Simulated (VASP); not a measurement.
Crystal: Zn2In2Cl5.

```
Zn In Cl
1.0
     3.08518   -3.45321    0.00000
     3.08518    3.45321    0.00000
     0.00000    0.00000   10.13888
Zn In Cl
2 2 5
Direct
  0.19246 0.19246 0.00000
  0.80754 0.80754 0.00000
  0.00000 0.00000 0.79688
  0.00000 0.00000 0.20312
  0.23009 0.76991 0.09035
  0.76991 0.23009 0.09035
  0.76991 0.23009 0.90965
  0.23009 0.76991 0.90965
  0.50000 0.50000 0.00000
```

The cell was generated, and may not be a known phase.

* Program: VASP 6.6.1
* Task: relaxation of cell and atoms
* Functional: PBE
* Potentials or basis: VASP PAW PBE potentials, release 64 (Zn, In_d, Cl)
* Cutoff: 600 eV
* k mesh: 4 × 4 × 2
* Occupations: gaussian, width 0.1 eV
* Spin: no spin polarisation

At the start: pressure 87.9 GPa; volume 24.00 Å³/atom.

Task: How do energy, volume and symmetry change on relaxing?

Result: Over 36 steps the energy falls by 5446.2 meV/atom and the volume is 53.63 Å³/atom (+123.4 %); space group Cmmm (No. 65, to 0.1 Å) before and after.

The path:
```csv
step,energy change (eV),largest force (eV/Å),pressure (GPa),volume (Å³)
1,0.0000,21.3586,87.91,216.03
2,-34.9562,0.8605,-4.94,922.34
3,-43.6458,2.4075,-0.42,464.65
4,-43.6922,2.4845,-0.27,458.46
5,-43.8127,2.9530,0.87,423.58
6,-43.8122,2.8732,0.64,429.23
7,-45.1366,1.8740,-0.63,444.36
8,-46.0471,1.4412,-1.26,465.80
9,-44.0047,13.4301,1.19,510.29
10,-46.1199,1.3258,-1.22,470.54
11,-46.1422,1.5843,-1.17,474.22
12,-46.9803,1.3830,-0.30,451.27
13,-47.1589,1.1490,0.94,434.60
14,-47.1681,1.1986,0.62,438.06
15,-47.6372,0.7173,0.36,445.11
16,-47.7292,0.9929,0.42,449.55
17,-47.8973,0.5426,-0.25,466.59
18,-47.9038,0.5746,-0.36,470.17
19,-48.0635,0.5809,-0.20,467.36
20,-48.0937,1.2114,-0.02,465.40
21,-48.2042,0.9491,0.06,463.65
22,-48.3483,0.7837,0.44,458.25
23,-48.5045,0.5935,0.23,461.69
24,-48.5478,0.8069,0.01,471.13
25,-48.6010,0.4715,0.05,467.58
26,-48.7805,0.3946,0.02,469.74
27,-48.9877,0.2501,0.01,473.04
28,-48.9898,0.2112,0.01,472.92
29,-49.0011,0.0953,0.09,473.08
30,-49.0019,0.0618,0.12,473.13
31,-49.0064,0.0500,0.03,476.66
32,-49.0080,0.0736,-0.07,480.52
33,-49.0116,0.0572,-0.04,480.67
34,-49.0142,0.0652,0.04,480.94
35,-49.0143,0.0622,0.03,480.90
36,-49.0162,0.0354,-0.01,482.64
```

Final structure:
```
CELL_PARAMETERS angstrom
3.50786 -5.18766 0.00000
3.50786 5.18766 0.00000
0.00000 0.00000 13.26097
ATOMIC_POSITIONS crystal
Zn 0.17433 0.17433 0.00000
Zn 0.82567 0.82567 0.00000
In 0.00000 0.00000 0.71369
In 0.00000 0.00000 0.28631
Cl 0.16579 0.83421 0.13208
Cl 0.83421 0.16579 0.13208
Cl 0.83421 0.16579 0.86792
Cl 0.16579 0.83421 0.86792
Cl 0.50000 0.50000 0.00000
```

Caveat: the volume moved by over 15 % at a fixed basis, so the end points are rough; an odd number of electrons without spin polarisation forces a metal; a magnetic or distorted state may lie lower.
